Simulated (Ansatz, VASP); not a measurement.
Two plane-wave programs on CuCl

Contents of INCAR:

```
PREC = Accurate
ENCUT = 600
EDIFF = 1E-6
ISMEAR = 0
SIGMA = 0.05
LREAL = F
LASPH = T
NELM = 120
ALGO = Normal
ISIF = 2
LWAVE = F
LCHARG = F
GGA = PS
NBANDS = 16
GGA_COMPAT = F
```

The input KPOINTS:

```
Automatic mesh
0
Gamma
  12 12 12
```

POSCAR

```
CuCl
1.0
    0.0000000000      2.7101000000      2.7101000000
    2.7101000000      0.0000000000      2.7101000000
    2.7101000000      2.7101000000      0.0000000000
Cu Cl
1 1
Direct
    0.0000000000      0.0000000000      0.0000000000
    0.7500000000      0.7500000000      0.7500000000
```

Input for Ansatz:

```yaml
crystal:
  lattice:
    - [0.0, 2.7101, 2.7101]
    - [2.7101, 0.0, 2.7101]
    - [2.7101, 2.7101, 0.0]
  atoms:
    - { symbol: Cu, position: [0.0, 0.0, 0.0] }
    - { symbol: Cl, position: [0.75, 0.75, 0.75] }
basis:
  ecutwfc: 420
kpoints:
  mp_grid: { grid: [12, 12, 12] }
hamiltonian:
  xc: pbesol
scf:
  occupations: { method: gaussian, width: 0.05 }
output:
  forces: true
  stress: true
  eigenvalues: true
```

Alike in both runs: task single point; functional PBEsol; k mesh 12 × 12 × 12; occupations gaussian, width 0.05 eV; no spin polarisation.

|  | VASP | Ansatz |
| --- | --- | --- |
| version | VASP 6.6.1 | Ansatz 0.2.0 |
| potentials or method | VASP PAW PBE potentials, release 64 (Cu, Cl), cutoff 600 eV | scalar-relativistic, plane waves, PAW |
| valence electrons in the cell | 18 | 26 |

Ansatz gave:

```
gap on the k mesh at the Fermi level (eV) : 0.42
least direct gap on the mesh (eV)         : 0.42
pressure (GPa)                            : -3.8
```

What did VASP give for the same quantities?

gap on the k mesh at the Fermi level (eV): 0.42; least direct gap on the mesh (eV): 0.42; pressure (GPa): -3.6.

VASP's potentials were made for PBE, not for PBEsol. The functional is the same, so the differences come from potentials, cutoffs and numerics. VASP's potentials hold 18 valence electrons a cell and Ansatz's 26, so a difference there can come from the potentials and not from the codes.
